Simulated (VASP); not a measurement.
Wanted: the native input for a VASP 6.6.1 run.

```yaml
Task: single point
Functional: LDA
Potentials_or_basis: VASP PAW LDA potentials, release 64 (Al)
Cutoff: 520 eV
k_mesh: 7 × 7 × 7
Occupations: fermi-dirac, width 0.05 eV
Spin: no spin polarisation
Dipole_correction: no
Further_INCAR_settings: ALGO = Fast; EDIFF = 1e-06; NBANDS = 8
```

The structure of Al lies in POSCAR:

```
Al
1.0
   -1.5912186900      1.5912186900      1.5912186900
    1.5912186900     -1.5912186900      1.5912186900
    1.5912186900      1.5912186900     -1.5912186900
Al
1
Direct
    0.0000000000      0.0000000000      0.0000000000
```

The input as run:

INCAR

```
SYSTEM = Al
PREC = Accurate
ENCUT = 520
EDIFF = 1E-6
ISMEAR = -1
SIGMA = 0.05
LREAL = .FALSE.
LASPH = .TRUE.
NELM = 80
ALGO = Fast
ISIF = 2
LWAVE = .FALSE.
LCHARG = .TRUE.
GGA = CA
LELF = .TRUE.
LVHAR = .TRUE.
NBANDS = 8
```

KPOINTS

```
regular mesh
0
G
  7 7 7
  0 0 0
```

Potentials or basis: VASP PAW LDA potentials, release 64 (Al).

Run with:

```console
$ cat potpaw_LDA.64/Al/POTCAR > POTCAR
$ mpirun -np 1 vasp_std > vasp.out
```

Results of the run:

```yaml
Pressure: 0.1 GPa
```

Caveat: the k points lie up to 0.40 Å⁻¹ apart.

Wall time 4.9 s on 1 thread of Intel Xeon 8259CL, on a shared host, peak memory 0.11 GiB.
